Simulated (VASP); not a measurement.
A run of VASP 6.6.1 is set up as follows.

File INCAR:

```
SYSTEM = Ba2TaC2
  ALGO = Normal
  EDIFF = 1E-7
  ENCUT = 520
  GGA = PE
  ISIF = 2
  ISMEAR = 0
  LASPH = .True.
  LCHARG = .False.
  LREAL = .False.
  LWAVE = .False.
  NBANDS = 28
  NELM = 60
  PREC = Accurate
  SIGMA = 0.1
```

KPOINTS

```
k-points
0
Gamma
  6 6 4
  0 0 0
```

Contents of POSCAR:

```
Ba2TaC2
1.0
    3.6281223535      0.0000000000      0.0000000000
   -1.8140611767      3.1420461262      0.0000000000
    0.0000000000      0.0000000000     10.1714850938
Ba Ta C
2 1 2
Direct
    0.6666666667      0.3333333333      0.2739121552
    0.6666666667      0.3333333333      0.7260878448
    0.0000000000      0.0000000000      0.0000000000
    0.3333333333      0.6666666667      0.0794527775
    0.3333333333      0.6666666667      0.9205472225
```

Potentials or basis: VASP PAW PBE potentials, release 64 (Ba_sv, Ta_pv, C).

Launch:

```console
$ cat potpaw_PBE.64/Ba_sv/POTCAR potpaw_PBE.64/Ta_pv/POTCAR potpaw_PBE.64/C/POTCAR > POTCAR
$ mpirun -np 1 vasp_std > vasp.out
```

(1) Estimate the largest force.

(2) What does it give for the pressure?

## Answers

(1) 0.159 eV/Å.

(2) 1.1 GPa.
